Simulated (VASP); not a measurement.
Here is a VASP 6.6.1 calculation.

INCAR

```
SYSTEM = Pr4Hg
  PREC = Accurate
  ENCUT = 500
  EDIFF = 1E-7
  ISMEAR = 0
  SIGMA = 0.2
  LREAL = .False.
  LASPH = .True.
  NELM = 200
  ALGO = Normal
  ISIF = 3
  LWAVE = .False.
  LCHARG = .False.
  GGA = PE
  IBRION = 2
  NSW = 36
  EDIFFG = -0.08
  GGA_COMPAT = .False.
  NELMIN = 4
  LMAXMIX = 6
```

File KPOINTS:

```
Automatic mesh
0
Gamma
  3 3 3
  0 0 0
```

File POSCAR:

```
Pr4Hg
1.0
    0.0000000000      5.4561782000      5.4561782000
    5.4561782000      0.0000000000      5.4561782000
    5.4561782000      5.4561782000      0.0000000000
Pr Hg
8 2
Direct
    0.7455091700      0.2544908300      0.2544908300
    0.2544908300      0.7455091700      0.7455091700
    0.2544908300      0.7455091700      0.2544908300
    0.7455091700      0.2544908300      0.7455091700
    0.2544908300      0.2544908300      0.7455091700
    0.7455091700      0.7455091700      0.2544908300
    0.2500000000      0.2500000000      0.2500000000
    0.7500000000      0.7500000000      0.7500000000
    0.0000000000      0.0000000000      0.0000000000
    0.5000000000      0.5000000000      0.5000000000
```

Potentials or basis: VASP PAW PBE potentials, release 64 (Pr_3, Hg), 4f in core.

Command:

```bash
$ cat potpaw_PBE.64/Pr_3/POTCAR potpaw_PBE.64/Hg/POTCAR > POTCAR
$ mpirun -np 1 vasp_std > vasp.out
```

Q: What does it give for the relaxed volume?

A: 41.08 Å³/atom.

Q: Estimate the space group after relaxing (to 0.1 Å).

A: Pm-3m (No. 221).

Q: Predict the relaxed cell.

A: a = 8.344 Å, b = 8.344 Å, c = 8.344 Å, α = 60.00°, β = 60.00°, γ = 60.00°.

Forces in eV/Å, atoms in the order of the input:
```
Pr  -0.017  0.000  0.000
Pr   0.017  0.000  0.000
Pr   0.000 -0.017  0.000
Pr   0.000  0.017  0.000
Pr   0.000  0.000 -0.017
Pr   0.000  0.000  0.017
Pr   0.000  0.000  0.000
Pr   0.000  0.000  0.000
Hg   0.000  0.000  0.000
Hg   0.000  0.000  0.000
```

Caveat: the volume moved by over 15 % at a fixed basis, so the end points are rough; spin-orbit coupling is left out, which moves the levels of the heavy elements; the 4f electrons are frozen in the core, so they carry no moment and show no levels. Spin polarisation is off, so any magnetic state and its effect on volume and gap are missing.
